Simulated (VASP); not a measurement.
Set up this calculation in VASP 6.6.1, as the native input.

```
Task                   : relaxation of cell and atoms
Functional             : PBE
Potentials or basis    : VASP PAW PBE potentials, release 64 (Bi_d, N)
Cutoff                 : 600 eV
k mesh                 : 12 × 12 × 12
Occupations            : gaussian, width 0.01 eV
Spin                   : no spin polarisation
Dipole correction      : no
Further INCAR settings : ALGO = Normal; EDIFF = 1e-07; IBRION = 2; EDIFFG = -0.01; NSW = 100; ISIF = 3
```

The structure of BiN lies in POSCAR:

```
BiN
1.0
    0.0000000000      2.5731450923      2.5731450923
    2.5731450923      0.0000000000      2.5731450923
    2.5731450923      2.5731450923      0.0000000000
Bi N
1 1
Direct
    0.0000000000      0.0000000000      0.0000000000
    0.5000000000      0.5000000000      0.5000000000
```

The cell was built from a structure type or drawn by symmetry, and may not be a known phase.

These files were run (other wordings do the same):

INCAR

```
SYSTEM = BiN
PREC = Accurate
ENCUT = 600
EDIFF = 1E-7
ISMEAR = 0
SIGMA = 0.01
LREAL = .FALSE.
LASPH = .TRUE.
NELM = 80
ALGO = Normal
ISIF = 3
LWAVE = .FALSE.
LCHARG = .FALSE.
GGA = PE
IBRION = 2
NSW = 100
EDIFFG = -0.01
```

KPOINTS

```
Automatic mesh
0
G
  12 12 12
  0 0 0
```

Potentials or basis: VASP PAW PBE potentials, release 64 (Bi_d, N).

The run is started by

```sh
$ cat potpaw_PBE.64/Bi_d/POTCAR potpaw_PBE.64/N/POTCAR > POTCAR
$ mpirun -np 1 vasp_std > vasp.out
```

Results of the run:

```json
{
 "Relaxed volume": "17.01 Å³/atom",
 "Relaxed cell": "a = 3.637 Å, b = 3.637 Å, c = 3.637 Å, α = 60.00°, β = 60.00°, γ = 60.00°",
 "Space group after relaxing (to 0.1 Å)": "Fm-3m (No. 225)",
 "Energy gained by relaxing": "0.0 meV/atom",
 "Ionic steps": "2",
 "Pressure after relaxing": "0.1 GPa",
 "Band gap on the k mesh": "0.17 eV (least direct gap 0.27 eV)"
}
```

Caveat: spin-orbit coupling is left out, which moves the levels of the heavy elements.

Run time: 110 s on 1 thread of Intel Xeon 8259CL (shared host), peak memory 0.2 GiB.
